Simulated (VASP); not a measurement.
Write the native input for VASP 6.6.1 that does the following.

| Quantity | Value |
| --- | --- |
| Task | single point |
| Functional | PBE |
| Potentials or basis | VASP PAW PBE potentials, release 64 (In_d, Se) |
| Cutoff | 520 eV |
| k mesh | 10 × 10 × 10 |
| Occupations | gaussian, width 0.05 eV |
| Spin | no spin polarisation |
| Dipole correction | no |
| Further INCAR settings | ALGO = Normal; EDIFF = 1e-06; NBANDS = 27 |

The structure of InSe lies in POSCAR:

```
InSe
1.0
    2.0443651669      1.1803147794      9.2175415852
   -2.0443651669      1.1803147794      9.2175415852
    0.0000000000     -2.3606295588      9.2175415852
In Se
2 2
Direct
    0.0050015285      0.0050015285      0.0050015285
    0.1071791340      0.1071791340      0.1071791340
    0.6256740561      0.6256740561      0.6256740561
    0.8198452814      0.8198452814      0.8198452814
```

The input as run:

INCAR

```
SYSTEM = InSe
PREC = Accurate
ENCUT = 520
EDIFF = 1E-6
ISMEAR = 0
SIGMA = 0.05
LREAL = .FALSE.
LASPH = .TRUE.
NELM = 100
ALGO = Normal
ISIF = 2
LWAVE = .FALSE.
LCHARG = .FALSE.
GGA = PE
NBANDS = 27
```

KPOINTS

```
regular mesh
0
G
  10 10 10
  0 0 0
```

Potentials or basis: VASP PAW PBE potentials, release 64 (In_d, Se).

Launch:

```sh
$ cat potpaw_PBE.64/In_d/POTCAR potpaw_PBE.64/Se/POTCAR > POTCAR
$ mpirun -np 1 vasp_std > vasp.out
```

Results of the run:

```yaml
Pressure: 0.0 GPa
Largest_force: 0.014 eV/Å
Band_gap_on_the_k_mesh: 0.70 eV
```

Caveat: spin-orbit coupling is left out, which moves the levels of the heavy elements.

Wall time 15 min on 1 thread of Intel(R) Xeon(R) Platinum 8481C CPU @ 2.70GHz (Sapphire Rapids), on a shared host, peak memory 0.93 GiB.
